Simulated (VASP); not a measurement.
## Ni: single point with r2SCAN

Ni:

```
Ni
1.0
     2.43925    0.00000    0.00000
    -1.21963    2.11246    0.00000
     0.00000    0.00000    4.08937
Ni
2
Direct
  0.33333 0.66667 0.25000
  0.66667 0.33333 0.75000
```

This isn't the form of Ni at room conditions, which is fcc.

```json
{
  "Program": "VASP 6.6.1",
  "Task": "single point",
  "Functional": "r2SCAN",
  "Potentials or basis": "VASP PAW PBE potentials, release 64 (Ni)",
  "Cutoff": "520 eV",
  "k mesh": "14 × 14 × 8",
  "Occupations": "fermi-dirac, width 0.05 eV",
  "Spin": "collinear spin, antiferromagnetic start",
  "Starting moments": "[0.8, -0.8] μB",
  "Dipole correction": "no",
  "Further INCAR settings": "ALGO = Normal; EDIFF = 1e-06; NBANDS = 21"
}
```

```json
{"Pressure": "0.4 GPa", "Band gap on the k mesh": "zero (filled and empty bands overlap)", "Net moment": "0.00 μB per cell", "Site moments": "Ni +0.51, -0.51 μB", "Valence electrons inside the program's atomic spheres": "Ni 9.41"}
```

Stress tensor (GPa, compression positive):
```
0.45 0.00 0.00
0.00 0.45 0.00
0.00 0.00 0.34
```

Levels at points of the mesh, in eV from the Fermi level:
Spin up:
```
           k point  band 7  band 8  band 9  band 10  band 11  band 12  band 13  band 14
(0.00, 0.00, 0.00)   -1.45   -1.28   -1.28    -0.58    -0.29    -0.29     6.14    24.17
(0.50, 0.00, 0.00)   -1.51   -0.54   -0.14     0.45     1.62     3.73     9.98    10.63
(0.00, 0.00, 0.50)   -1.75   -1.75   -0.65    -0.65    -0.51    -0.51    14.70    14.92
(0.50, 0.00, 0.50)   -0.96   -0.52   -0.14     0.46     1.69     1.75     7.56     7.78
```
Spin down:
```csv
k point,band 6,band 7,band 8,band 9,band 10,band 11,band 12,band 13,band 14,band 15
"(0.00, 0.00, 0.00)",-1.45,-1.45,-1.28,-1.28,-0.58,-0.29,-0.29,6.14,24.17,26.21
"(0.50, 0.00, 0.00)",-2.07,-1.51,-0.54,-0.14,0.45,1.62,3.73,9.98,10.63,13.10
"(0.00, 0.00, 0.50)",-1.96,-1.75,-1.75,-0.65,-0.65,-0.51,-0.51,14.70,14.92,24.90
"(0.50, 0.00, 0.50)",-1.06,-0.96,-0.52,-0.14,0.46,1.69,1.75,7.56,7.78,19.86
```

Run time: 9.3 min on 1 thread of Intel Xeon 8259CL, on a shared host, peak memory 0.2 GiB.

Caveat: the antiferromagnetic order is the one typed at the start, and another may lie lower; the PAW data sets were made with another functional, which shifts forces and pressure a little.
